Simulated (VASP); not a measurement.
LiH: single point with r2SCAN

The system is LiH.

```
Li H
1.0
     2.00233    2.00233    0.00000
    -2.00233    2.00233    0.00000
     0.00000    2.00233    2.00233
Li H
1 1
Direct
  0.00000 0.00000 0.00000
  0.50000 0.50000 0.00000
```

```yaml
Program: VASP 6.6.1
Task: single point
Functional: r2SCAN
Potentials_or_basis: VASP PAW PBE potentials, release 64 (Li_sv, H)
Cutoff: 520 eV
k_mesh: 14 × 14 × 14
Occupations: fermi-dirac, width 0.05 eV
Spin: no spin polarisation
```

```yaml
Band_gap_on_the_k_mesh: 3.58 eV, direct
```

Levels at points of the mesh, in eV from the valence-band top:
```
           k point  band 1  band 2  band 3  band 4  band 5  band 6
(0.00, 0.00, 0.00)  -45.74   -5.46   17.68   19.44   19.44   19.44
(0.50, 0.00, 0.00)  -45.69   -2.65    5.68   14.96   18.19   18.19
(0.50, 0.50, 0.00)  -45.68    0.00    3.58   11.76   11.76   15.06
```

Wall time 2.5 min on 1 thread of AMD EPYC 7R13, with other jobs on the host, peak memory 0.11 GiB.

 A k mesh can miss the band edges.
